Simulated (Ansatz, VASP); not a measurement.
**SnH2Br2 in VASP and in Ansatz**

```
Sn H Br
1.0
     5.14784    0.00000    0.00000
    -2.57392    4.45816    0.00000
     0.00000    0.00000    5.00948
Sn H Br
1 2 2
Cartesian
  0.0000 0.0000 0.0000
  0.0000 0.0000 1.9006
  0.0000 0.0000 3.1089
  0.0000 2.9721 1.3816
  2.5739 1.4861 3.6279
```

Change from the starting cell: species swapped into the Rb2PtC2 type (P-3m1, No. 164).

Alike in both runs: task single point; functional PBE; k mesh 6 × 6 × 4; occupations gaussian, width 0.1 eV; no spin polarisation.

|  | VASP | Ansatz |
| --- | --- | --- |
| version | VASP 6.6.1 | Ansatz 0.2.0 |
| potentials or method | VASP PAW PBE potentials, release 64 (Sn_d, H, Br), cutoff 520 eV | scalar-relativistic, plane waves, PAW |
| valence electrons in the cell | 30 | 30 |

Ansatz gave:

| Quantity | Value |
| --- | --- |
| gap on the k mesh at the Fermi level (eV) | none |
| pressure (GPa) | -3.6 |
| traceless stress, the component that is largest in VASP (GPa) | -0.53 |
| rms of the force components (eV/Å) | 0.762 |

**Question.** Which values does VASP return?

**Answer.** gap on the k mesh at the Fermi level (eV): none; pressure (GPa): -3.7; traceless stress, the component that is largest in VASP (GPa): -0.53; rms of the force components (eV/Å): 0.764.

Atom by atom the forces differ by 0.002 eV/Å (rms over components). A gap of «none» marks a metal or a gap that the smearing closes. The functional is the same, so the differences come from potentials, cutoffs and numerics.
